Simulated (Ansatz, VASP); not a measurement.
**Two plane-wave programs on Mo**

```
Mo
1.0
     0.00000    3.16309   -3.16309
     3.16309   -3.16309    0.00000
    -3.15695   -3.15695   -3.15695
Mo
6
Direct
  0.66667 0.33333 0.83333
  0.33333 0.66667 0.66667
  0.00000 0.00000 0.50000
  0.66667 0.33333 0.33333
  0.33333 0.66667 0.16667
  0.00000 0.00000 0.00000
```

Alike in both runs: functional PBE; k mesh 12 × 12 × 8; occupations gaussian, width 0.1 eV; no spin polarisation.

Ansatz relaxed the structure, and its values are those at the end. VASP's run is a single point on that final structure, the one shown.

|  | VASP | Ansatz |
| --- | --- | --- |
| version | VASP 6.6.1 | Ansatz 0.2.0 |
| potentials or method | VASP PAW PBE potentials, release 64 (Mo_sv), cutoff 520 eV | scalar-relativistic, plane waves, PAW |
| valence electrons in the cell | 84 | 84 |

```tsv
	VASP	Ansatz	Ansatz less VASP
gap on the k mesh at the Fermi level (eV)	none	none	-
pressure (GPa)	0.5	0.0	-0.51
```

A gap of «none» marks a metal or a gap that the smearing closes. With one functional, cell and mesh, what is left measures potentials, basis and numerics.
